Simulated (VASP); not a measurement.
A run of VASP 6.6.1:

Contents of POSCAR:

```
BiP
1.0
    4.0498966654      0.0000000000      0.0000000000
   -2.0249483327      3.5073133950      0.0000000000
    0.0000000000      0.0000000000      7.2164800216
Bi P
2 2
Direct
    0.0000000000      0.0000000000      0.0000000000
    0.0000000000      0.0000000000      0.5000000000
    0.3333333333      0.6666666667      0.2500000000
    0.6666666667      0.3333333333      0.7500000000
```

The input INCAR.step1:

```
SYSTEM = BiP
  ALGO = Normal
  EDIFF = 1E-7
  ENCUT = 520
  GGA = PE
  ISIF = 2
  ISMEAR = 0
  LASPH = .True.
  LCHARG = .True.
  LREAL = .False.
  LWAVE = .False.
  NBANDS = 28
  NELM = 100
  PREC = Accurate
  SIGMA = 0.05
```

KPOINTS.step1

```
k-points
0
Gamma
  10 10 6
  0 0 0
```

INCAR.step2

```
SYSTEM = BiP
  ALGO = Normal
  EDIFF = 1E-7
  ENCUT = 520
  GGA = PE
  ICHARG = 11
  ISIF = 2
  ISMEAR = -5
  LASPH = .True.
  LCHARG = .False.
  LORBIT = 11
  LREAL = .False.
  LWAVE = .False.
  NBANDS = 28
  NEDOS = 1001
  NELM = 100
  PREC = Accurate
  SIGMA = 0.05
```

KPOINTS.step2

```
k-points
0
Gamma
  15 15 9
  0 0 0
```

Potentials or basis: VASP PAW PBE potentials, release 64 (Bi_d, P).

Command:

```console
$ cat potpaw_PBE.64/Bi_d/POTCAR potpaw_PBE.64/P/POTCAR > POTCAR
$ cp INCAR.step1 INCAR
$ cp KPOINTS.step1 KPOINTS
$ mpirun -np 1 vasp_std > vasp.out
$ cp INCAR.step2 INCAR
$ cp KPOINTS.step2 KPOINTS
$ mpirun -np 1 vasp_std > vasp.out
```

Hardware: 1 thread of Intel(R) Xeon(R) 6975P-C (Granite Rapids), on a shared host.

How long does it take, and how much memory?

Run time: 4.2 min on 1 thread of Intel(R) Xeon(R) 6975P-C (Granite Rapids), on a shared host, peak memory 0.43 GiB. Counts: k points 135.
